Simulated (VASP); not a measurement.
TiO2: single point with PBE+U

The system is TiO2.

```
Ti O
1.0
     2.62524   -2.62531   -0.01959
     2.62524    2.62531   -0.01959
    -2.58963    0.00000    4.77522
Ti O
2 4
Direct
  0.12501 0.87499 0.25000
  0.87499 0.12501 0.75000
  0.33636 0.08638 0.67273
  0.66364 0.91362 0.32727
  0.91362 0.66364 0.82727
  0.08638 0.33636 0.17273
```

This cell differs from its parent crystal: atoms shifted along a free coordinate.

```json
{"Program": "VASP 6.6.1", "Task": "single point", "Functional": "PBE", "Potentials or basis": "VASP PAW PBE potentials, release 64 (Ti_sv, O)", "Cutoff": "520 eV", "k mesh": "6 × 6 × 6", "Occupations": "gaussian, width 0.05 eV", "Spin": "no spin polarisation", "Hubbard terms": "Ti d U = 4.0 eV"}
```

```yaml
Pressure: 22.4 GPa
Largest_force: 0.337 eV/Å
Band_gap_on_the_k_mesh: 2.69 eV (least direct gap 3.16 eV)
```

Forces in eV/Å, atoms in the order of the input:
```
Ti   0.000  0.000  0.000
Ti   0.000  0.000  0.000
O   -0.003  0.000 -0.337
O    0.003  0.000  0.337
O    0.003  0.000  0.337
O   -0.003  0.000 -0.337
```

Stress tensor (GPa, compression positive):
```
27.00  0.00 -0.11
 0.00 27.01  0.00
-0.11  0.00 13.06
```

Levels at points of the mesh, in eV from the valence-band top:
```csv
k point,band 21,band 22,band 23,band 24,band 25,band 26,band 27,band 28
"(0.00, 0.00, 0.00)",-0.85,-0.85,-0.58,-0.58,2.69,3.47,4.43,4.43
"(0.50, 0.00, 0.00)",-2.05,-1.12,-1.03,-0.80,3.92,4.06,4.11,4.35
"(0.50, 0.50, 0.00)",-2.33,-2.33,0.00,0.00,4.01,4.01,4.46,4.46
"(0.00, 0.00, 0.50)",-1.46,-1.46,-0.23,-0.23,3.07,3.07,4.44,4.44
"(0.50, 0.00, 0.50)",-2.05,-1.12,-1.03,-0.80,3.92,4.06,4.11,4.35
"(0.50, 0.50, 0.50)",-2.33,-2.33,0.00,0.00,4.01,4.01,4.46,4.46
```

Eigenvalues of the final occupation matrices:
```tsv
site	spin	trace	eigenvalues
site 1 d	1	0.84	0.10 0.10 0.12 0.24 0.27
site 1 d	2	0.84	0.10 0.10 0.12 0.24 0.27
site 2 d	1	0.84	0.10 0.10 0.12 0.24 0.27
site 2 d	2	0.84	0.10 0.10 0.12 0.24 0.27
```

Run time: 2.4 min on 1 thread of Intel Xeon 6975P-C, with other jobs on the host, peak memory 0.25 GiB.

Caveat: the cell differs from its parent crystal (atoms shifted along a free coordinate); the stress differs along the axes, from 13 to 27 GPa. A k mesh can miss the band edges.
